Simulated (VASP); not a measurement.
Here is a VASP 6.6.1 calculation.

File POSCAR:

```
Si
1.0
    5.4352551901     -0.1924032468     -0.0693872061
    0.1924032468     -5.5827670930      0.2221210207
    0.0693872061      0.2221210207     -5.4181745200
Si
8
Direct
    0.5103783003      0.0076756907     -0.0042790355
   -0.0086864273      0.5033310344     -0.0041437844
    0.0059224490     -0.0031379347      0.5236825722
    0.4988882944      0.4931879803      0.5015228692
    0.7487206616      0.7400750595      0.7353244267
    0.2432018175      0.2425309761      0.7465382123
    0.2467909812      0.7644420300      0.2439327118
    0.7547839233      0.2518951637      0.2574220277
```

The input INCAR.step1:

```
PREC     = Accurate       # precision mode
ENCUT    = 520            # plane-wave cutoff, eV
ISMEAR   = 0              # smearing method
SIGMA    = 0.05           # smearing width, eV
LREAL    = F              # projectors in reciprocal space
LASPH    = T              # aspherical terms in the spheres
NELM     = 100            # most SCF steps
NBANDS   = 26             # bands
GGA      = PE             # functional
ALGO     = Normal         # electronic algorithm
EDIFF    = 1E-4           # SCF threshold, eV
LWAVE    = T              # write WAVECAR
LCHARG   = F              # write CHGCAR
```

File INCAR.step2:

```
PREC     = Accurate       # precision mode
ENCUT    = 520            # plane-wave cutoff, eV
EDIFF    = 1E-6           # SCF threshold, eV
ISMEAR   = 0              # smearing method
SIGMA    = 0.05           # smearing width, eV
LREAL    = F              # projectors in reciprocal space
LASPH    = T              # aspherical terms in the spheres
NELM     = 100            # most SCF steps
ALGO     = Normal         # electronic algorithm
ISIF     = 2              # what is computed and relaxed
LWAVE    = F              # write WAVECAR
LCHARG   = F              # write CHGCAR
METAGGA  = R2SCAN         # meta-GGA
LMIXTAU  = T            
NBANDS   = 26             # bands
ISTART   = 1
```

The input KPOINTS:

```
Automatic mesh
0
Gamma
  6 6 6
```

Potentials or basis: VASP PAW PBE potentials, release 64 (Si).

Launch:

```bash
$ cat potpaw_PBE.64/Si/POTCAR > POTCAR
$ cp INCAR.step1 INCAR
$ mpirun -np 1 vasp_std > vasp.out
$ cp INCAR.step2 INCAR
$ mpirun -np 1 vasp_std > vasp.out
```

(1) What does it give for the largest force?

(2) Predict the band gap on the k mesh.

(3) What does it give for the pressure?

Results:

(1) 1.875 eV/Å.

(2) 0.09 eV.

(3) -0.5 GPa.

Caveat: the cell differs from its parent crystal (atoms moved at random and the cell strained at random); semilocal functionals underestimate gaps, and a narrow one can read as zero; the PAW data sets were made with another functional, which shifts forces and pressure a little.
